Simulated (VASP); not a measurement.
Set up this calculation in VASP 6.6.1, as the native input.

- Task: relaxation of cell and atoms
- Functional: PBE
- Potentials or basis: VASP PAW PBE potentials, release 64 (Sn_d, Te)
- Cutoff: 600 eV
- k mesh: 10 × 10 × 10
- Occupations: gaussian, width 0.01 eV
- Spin: no spin polarisation
- Dipole correction: no
- Further INCAR settings: ALGO = Normal; EDIFF = 1e-07; IBRION = 2; EDIFFG = -0.01; NSW = 100; ISIF = 3

The structure of SnTe lies in POSCAR:

```
SnTe
1.0
    0.0000000000      3.1565001000      3.1565001000
    3.1565001000      0.0000000000      3.1565001000
    3.1565001000      3.1565001000      0.0000000000
Sn Te
1 1
Direct
    0.0000000000      0.0000000000      0.0000000000
    0.5000000000      0.5000000000      0.5000000000
```

One way to write it, as run:

INCAR

```
SYSTEM = SnTe
PREC     = Accurate       ! precision mode
ENCUT    = 600            ! plane-wave cutoff, eV
EDIFF    = 1E-7           ! SCF threshold, eV
ISMEAR   = 0              ! smearing method
SIGMA    = 0.01           ! smearing width, eV
LREAL    = .FALSE.        ! projectors in reciprocal space
LASPH    = .TRUE.         ! aspherical terms in the spheres
NELM     = 80             ! most SCF steps
ALGO     = Normal         ! electronic algorithm
ISIF     = 3              ! what is computed and relaxed
LWAVE    = .FALSE.        ! write WAVECAR
LCHARG   = .FALSE.        ! write CHGCAR
GGA      = PE             ! functional
IBRION   = 2              ! ionic algorithm
NSW      = 100            ! ionic steps
EDIFFG   = -0.01          ! ionic threshold
```

KPOINTS

```
regular mesh
0
G
  10 10 10
  0 0 0
```

Potentials or basis: VASP PAW PBE potentials, release 64 (Sn_d, Te).

The run is started by

```sh
$ cat potpaw_PBE.64/Sn_d/POTCAR potpaw_PBE.64/Te/POTCAR > POTCAR
$ mpirun -np 1 vasp_std > vasp.out
```

It gave:

| Quantity | Value |
| --- | --- |
| Relaxed volume | 32.91 Å³/atom |
| Relaxed cell | a = 4.532 Å, b = 4.532 Å, c = 4.532 Å, α = 60.00°, β = 60.00°, γ = 60.00° |
| Space group after relaxing (to 0.1 Å) | Fm-3m (No. 225) |
| Energy gained by relaxing | 8.8 meV/atom |
| Ionic steps | 3 |
| Pressure after relaxing | 0.0 GPa |
| Band gap on the k mesh | 0.05 eV |

Caveat: spin-orbit coupling is left out, which moves the levels of the heavy elements.

It took 41 s on 1 thread of Intel(R) Xeon(R) 6975P-C (Granite Rapids) (shared host), peak memory 0.25 GiB.
